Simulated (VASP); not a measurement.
Set up this calculation in VASP 6.6.1, as the native input.

| Quantity | Value |
| --- | --- |
| Task | single point |
| Functional | PBE |
| Potentials or basis | VASP PAW PBE potentials, release 64 (Hf_pv, Te, W_sv, S) |
| Cutoff | 520 eV |
| k mesh | 4 × 4 × 2 |
| Occupations | gaussian, width 0.1 eV |
| Spin | no spin polarisation |
| Dipole correction | no |
| Further INCAR settings | ALGO = Normal; EDIFF = 1e-07; NBANDS = 39 |

The structure of Hf2TeW2S lies in POSCAR:

```
Hf2TeW2S
1.0
    4.1700630300      0.0000000000      0.0000000000
    0.0000000000      4.1700630300      0.0000000000
    0.0000000000      0.0000000000      7.5578628900
Hf Te W S
2 1 2 1
Direct
    0.0000000000      0.0000000000      0.2430049900
    0.0000000000      0.0000000000      0.7569950100
    0.5000000000      0.5000000000      0.0000000000
    0.0000000000      0.5000000000      0.0000000000
    0.5000000000      0.0000000000      0.0000000000
    0.5000000000      0.5000000000      0.5000000000
```

These files were run (other wordings do the same):

INCAR

```
SYSTEM = Hf2TeW2S
ALGO     = Normal         ! electronic algorithm
EDIFF    = 1E-7           ! SCF threshold, eV
ENCUT    = 520            ! plane-wave cutoff, eV
GGA      = PE             ! functional
ISIF     = 2              ! what is computed and relaxed
ISMEAR   = 0              ! smearing method
LASPH    = .TRUE.         ! aspherical terms in the spheres
LCHARG   = .FALSE.        ! write CHGCAR
LREAL    = .FALSE.        ! projectors in reciprocal space
LWAVE    = .FALSE.        ! write WAVECAR
NBANDS   = 39             ! bands
NELM     = 100            ! most SCF steps
PREC     = Accurate       ! precision mode
SIGMA    = 0.1            ! smearing width, eV
```

KPOINTS

```
k-points
0
G
  4 4 2
  0 0 0
```

Potentials or basis: VASP PAW PBE potentials, release 64 (Hf_pv, Te, W_sv, S).

Launch:

```console
$ cat potpaw_PBE.64/Hf_pv/POTCAR potpaw_PBE.64/Te/POTCAR potpaw_PBE.64/W_sv/POTCAR potpaw_PBE.64/S/POTCAR > POTCAR
$ mpirun -np 1 vasp_std > vasp.out
```

It gave:

- Pressure: 56.9 GPa
- Largest force: 1.645 eV/Å
- Band gap on the k mesh: zero (band 30 reaches 6.77 eV, above the bottom of band 31 at 6.07 eV)

Caveat: the k points lie up to 0.42 Å⁻¹ apart; spin-orbit coupling is left out, which moves the levels of the heavy elements; forces of over 1 eV/Å act on the atoms, so gaps and moduli don't describe the material at rest.

It took 55 s on 1 thread of Intel(R) Xeon(R) Platinum 8375C CPU @ 2.90GHz (Ice Lake), on a shared host, peak memory 0.26 GiB.
